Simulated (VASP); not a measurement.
Bi: single point with PBEsol

Bi:

```
Bi
1.0
     5.32573    0.00000    0.00000
    -2.66287    4.61222    0.00000
     0.00000    0.00000    6.30103
Bi
4
Direct
  0.00000 0.00000 0.25000
  0.00000 0.00000 0.75000
  0.33333 0.66667 0.75000
  0.66667 0.33333 0.25000
```

| Quantity | Value |
| --- | --- |
| Program | VASP 6.6.1 |
| Task | single point |
| Functional | PBEsol |
| Potentials or basis | VASP PAW PBE potentials, release 64 (Bi_d) |
| Cutoff | 520 eV |
| k mesh | 12 × 12 × 8 |
| Occupations | gaussian, width 0.1 eV |
| Spin | no spin polarisation |
| Dipole correction | no |
| Further INCAR settings | ALGO = Normal; EDIFF = 1e-07; NBANDS = 38 |

The pressure is 0.0 GPa and the band gap on the k mesh is zero (band 30 reaches 5.54 eV, above the bottom of band 31 at 5.01 eV).

Levels at points of the mesh, in eV from the Fermi level:
```csv
k point,band 27,band 28,band 29,band 30,band 31,band 32,band 33,band 34
"(0.00, 0.00, 0.00)",-2.89,-1.91,-1.91,0.11,1.17,1.30,1.30,2.14
"(0.50, 0.00, 0.00)",-2.08,-1.73,-1.49,-1.31,0.22,2.87,2.88,3.50
"(0.00, 0.00, 0.50)",-2.35,-2.35,-1.65,-1.65,1.20,1.20,1.20,1.20
"(0.50, 0.00, 0.50)",-2.42,-2.42,-0.28,-0.28,1.03,1.03,2.73,2.73
```

Wall time 7.7 min on 1 thread of Intel(R) Xeon(R) Platinum 8375C CPU @ 2.90GHz (Ice Lake), with other jobs on the host, peak memory 0.51 GiB.

Caveat: the PAW data sets were made with another functional, which shifts forces and pressure a little; spin-orbit coupling is left out, which moves the levels of the heavy elements.
